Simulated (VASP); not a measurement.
# BaS (I-4m2) in VASP: settings compared, part 2 of 2

VASP 6.6.1.

## Step 4: Single point, HSE06 (epitaxial xy strain -2.3%)

File POSCAR:

```
BaS
1.0
    0.0000000000      3.4391691825      3.6540279708
    3.4391691825      0.0000000000      3.6540279708
    3.4391691825      3.4391691825      0.0000000000
Ba S
1 1
Direct
    0.0000000000      0.0000000000      0.0000000000
    0.2500000000      0.2500000000      0.2500000000
```

File INCAR.step1:

```
  ALGO = Normal
  EDIFF = 1E-5
  ENCUT = 400
  GGA = PE
  GGA_COMPAT = F
  ISIF = 2
  ISMEAR = 0
  LASPH = T
  LCHARG = F
  LREAL = F
  LWAVE = T
  NBANDS = 15
  NELM = 120
  PREC = Accurate
  SIGMA = 0.01
```

File INCAR.step2:

```
  ALGO = Normal
  EDIFF = 1E-6
  ENCUT = 400
  GGA = PE
  GGA_COMPAT = F
  HFSCREEN = 0.2079
  ISIF = 2
  ISMEAR = 0
  ISTART = 1
  LASPH = T
  LCHARG = F
  LHFCALC = T
  LREAL = F
  LWAVE = F
  NBANDS = 15
  NELM = 120
  PREC = Accurate
  PRECFOCK = Normal
  SIGMA = 0.01
```

File KPOINTS:

```
k-points
0
Gamma
  4 4 4
```

Potentials or basis: VASP PAW PBE potentials, release 64 (Ba_sv, S).

Command:

```
> cat potpaw_PBE.64/Ba_sv/POTCAR potpaw_PBE.64/S/POTCAR > POTCAR
> cp INCAR.step1 INCAR
> mpirun -np 1 vasp_std > vasp.out
> cp INCAR.step2 INCAR
> mpirun -np 1 vasp_std > vasp.out
```

OUTCAR:

```text
EDIFF = 1E-6
   ENCUT = 400
   GGA = PE
   HFSCREEN = 0.2079
   ISIF = 2
   ISMEAR = 0
   ISTART = 1
   LASPH = T
   LHFCALC = T
   LREAL = F
   NELM = 120
   PREC = Accurate
   PRECFOCK = Normal

 ion  position               nearest neighbor table
   1  0.000  0.000  0.000-   2 3.04   2 3.04   2 3.04   2 3.04
   2  0.250  0.250  0.250-   1 3.04   1 3.04   1 3.04   1 3.04

  LATTYP: Found a body centered tetragonal cell.
 ALAT       =     4.8637197012
 C/A-ratio  =     1.5025651951

  Lattice vectors:

 A1 = (  -3.4391691825,   0.0000000000,   3.6540279708)
 A2 = (   3.4391691825,   0.0000000000,   3.6540279708)
 A3 = (   0.0000000000,   3.4391691825,  -3.6540279708)

Analysis of symmetry for initial positions (statically):
=====================================================================
 Subroutine PRICEL returns:
 Original cell was already a primitive cell.

 Routine SETGRP: Setting up the symmetry group for a
 body centered tetragonal supercell.

 Subroutine GETGRP returns: Found  8 space group operations
 (whereof  8 operations were pure point group operations)
 out of a pool of 16 trial point group operations.

The static configuration has the point symmetry D_2d.

Analysis of symmetry for dynamics (positions and initial velocities):
=====================================================================
 Subroutine PRICEL returns:
 Original cell was already a primitive cell.

 Routine SETGRP: Setting up the symmetry group for a
 body centered tetragonal supercell.

 Subroutine GETGRP returns: Found  8 space group operations
 (whereof  8 operations were pure point group operations)
 out of a pool of 16 trial point group operations.
[... 119 lines left out ...]
   NKREDY  =     1    reduce k-point grid by
   NKREDZ  =     1    reduce k-point grid by
   AEXX    =    0.2500 exact exchange contribution
   HFSCREEN=    0.2079 screening length (either q_TF or 0.3 A-1)
   HFSCREENC=   0.2079 screening length for correlation (either q_TF or 0.3 A-1)
   ENCUTFOCK=  -1.0 apply spherical cutoff to Coloumb kernel
   IVDW    =     0    specifies the selected vdW correction
   LEPSILON=     F    determine dielectric tensor
   LRPA    =     F    only Hartree local field effects (RPA)
 non-spin polarized calculation
 Gauss-broadening in eV      SIGMA  =   0.01
  energy-cutoff  :      400.00
  volume of cell :       86.44
 maximum number of plane-waves:      1588
 NGX is ok and might be reduce to    36
  NGX = 28; NGY = 28; NGZ = 24

 number of electron      15.9999998 magnetization

 Free energy of the ion-electron system (eV)
  ---------------------------------------------------
  ext. energy  EPLUGINS =         0.00000000
  ---------------------------------------------------
  free energy    TOTEN  =       -11.04064229 eV

  energy without entropy =      -11.04064229  energy(sigma->0) =      -11.04064229

 E-fermi :  -0.6596     XC(G=0):  -6.0711

 val. band max:       -0.7724644573   @ k =   0.5000   0.5000   0.0000
 cond. band min:       2.8523656777   @ k =   0.0000   0.0000   0.0000
 fundamental gap:      3.6248301350
 Fermi energy:        -0.6595532514

 k-point     1 :       0.0000    0.0000    0.0000
  band No.  band energies     occupation
      1     -28.6005      2.00000
      2     -12.7297      2.00000
      3     -12.7297      2.00000
      4     -12.7241      2.00000
      5     -11.7509      2.00000
      6      -1.5426      2.00000
      7      -1.5032      2.00000
      8      -1.5032      2.00000
      9       2.8524      0.00000
     10       5.1575      0.00000
     11       5.6252      0.00000
     12       7.0000      0.00000
     13       7.5220      0.00000
     14       7.5220      0.00000
[... 203 lines left out ...]
      2     -13.6341      2.00000
      3     -12.9165      2.00000
      4     -12.8326      2.00000
      5     -10.6871      2.00000
      6      -1.4831      2.00000
      7      -1.3144      2.00000
      8      -0.8654      2.00000
      9       3.5884      0.00000
     10       4.5453      0.00000
     11       6.5557      0.00000
     12       6.7815      0.00000
     13       7.8115      0.00000
     14       8.8946      0.00000
     15       9.3495      0.00000

------------------------ aborting loop because EDIFF is reached ----------------------------------------

  FORCE on cell =-STRESS in cart. coord.  units (eV):
  Direction    XX          YY          ZZ          XY          YZ          ZX
  --------------------------------------------------------------------------------------
  -------------------------------------------------------------------------------------
  Total        0.2429336      0.2429336      0.0690568      0.0000000     -0.0000000     -0.0000000
  in kB        4.5028680      4.5028680      1.2799939      0.0000000     -0.0000000     -0.0000000
  external PRESSURE =       3.4285766 kB  Pullay stress =       0.0000000 kB

 VOLUME and BASIS-vectors are now :
 -----------------------------------------------------------------------------
  energy-cutoff  :      400.00
  volume of cell :       86.44
      direct lattice vectors                 reciprocal lattice vectors
     0.000000000  3.439169183  3.654027971    -0.145383950  0.145383950  0.136835296
     3.439169183  0.000000000  3.654027971     0.145383950 -0.145383950  0.136835296
     3.439169183  3.439169183  0.000000000     0.145383950  0.145383950 -0.136835296

 POSITION                                       TOTAL-FORCE (eV/Angst)
 -----------------------------------------------------------------------------------
      0.00000      0.00000      0.00000         0.000000      0.000000     -0.000000
      1.71958      1.71958      1.82701        -0.000000     -0.000000      0.000000
 -----------------------------------------------------------------------------------
    total drift:                               -0.000000     -0.000000      0.000001

  FREE ENERGIE OF THE ION-ELECTRON SYSTEM (eV)
  ---------------------------------------------------
  free  energy   TOTEN  =       -11.0406422920 eV

  energy  without entropy=      -11.0406422920  energy(sigma->0) =      -11.04064229
```

OSZICAR.step1:

```text
N       E                     dE             d eps       ncg     rms          rms(c)
DAV:   1     0.801504499084E+02    0.80150E+02   -0.55940E+03   390   0.729E+02
DAV:   2    -0.497297474250E+01   -0.85123E+02   -0.77527E+02   517   0.157E+02
DAV:   3    -0.105833142662E+02   -0.56103E+01   -0.55718E+01   559   0.416E+01
DAV:   4    -0.107088315671E+02   -0.12552E+00   -0.12550E+00   493   0.659E+00
DAV:   5    -0.107121693362E+02   -0.33378E-02   -0.33377E-02   576   0.900E-01    0.513E+00
DAV:   6    -0.974003413156E+01    0.97214E+00   -0.13313E+00   453   0.621E+00    0.349E+00
DAV:   7    -0.970192115581E+01    0.38113E-01   -0.39005E-01   467   0.295E+00    0.253E+00
DAV:   8    -0.971285199929E+01   -0.10931E-01   -0.36654E-02   446   0.116E+00    0.800E-01
DAV:   9    -0.972368698712E+01   -0.10835E-01   -0.16264E-02   418   0.817E-01    0.372E-01
DAV:  10    -0.972678309675E+01   -0.30961E-02   -0.12136E-03   453   0.194E-01    0.133E-01
DAV:  11    -0.972819053425E+01   -0.14074E-02   -0.19583E-03   404   0.211E-01    0.321E-02
DAV:  12    -0.972821992240E+01   -0.29388E-04   -0.99002E-05   568   0.454E-02    0.362E-02
DAV:  13    -0.972824226298E+01   -0.22341E-04   -0.38947E-05   410   0.359E-02    0.102E-02
DAV:  14    -0.972824220043E+01    0.62550E-07   -0.40629E-07   433   0.455E-03
   1 F= -.97282422E+01 E0= -.97282422E+01  d E =-.421679E-63
```

Run time: 6.1 min. Hardware: 1 thread of Intel Xeon Platinum 8488C (Sapphire Rapids), shared host; peak memory 0.3 GiB.

Results:

* Free energy: -11.0406 eV
* Pressure: 0.3 GPa
* Band gap on the k mesh: 3.62 eV (least direct gap 4.24 eV)

Stress tensor (GPa, compression positive):
```
0.45 0.00 0.00
0.00 0.45 0.00
0.00 0.00 0.13
```

Caveat: the cell differs from its parent crystal (epitaxial xy strain -2.3%); the structure was generated, so it needn't be the stable form of BaS; the PAW data sets were made with another functional, which shifts forces and pressure a little; spin-orbit coupling is left out, which moves the levels of the heavy elements.

## Step 5: The runs side by side

| level | k mesh | cutoff (eV) | smearing | grid for exact exchange (PRECFOCK) | share of exact exchange | screening parameter | gap on the mesh (eV) | pressure (GPa) |
| --- | --- | --- | --- | --- | --- | --- | --- | --- |
| PBE | 6 × 6 × 6 | 500 | fermi-dirac 0.02 eV | - | - | - | 2.74 | 0.6 |
| r2SCAN | 6 × 6 × 6 | 550 | gaussian 0.01 eV | - | - | - | 3.06 | 0.6 |
| HSE06 | 4 × 4 × 4 | 400 | gaussian 0.01 eV | Normal | 0.25 | 0.2079 1/Å | 3.62 | 0.3 |

Alike in all rows: task single point; potentials or basis VASP PAW PBE potentials, release 64 (Ba_sv, S); no spin polarisation; cell as given.

Caveats: the structure was generated, so it needn't be the stable form of BaS; spin-orbit coupling is left out, which moves the levels of the heavy elements; the PAW data sets were made with another functional, which shifts forces and pressure a little (at least some runs).

Absolute energies hang on the potentials; compare differences alone.
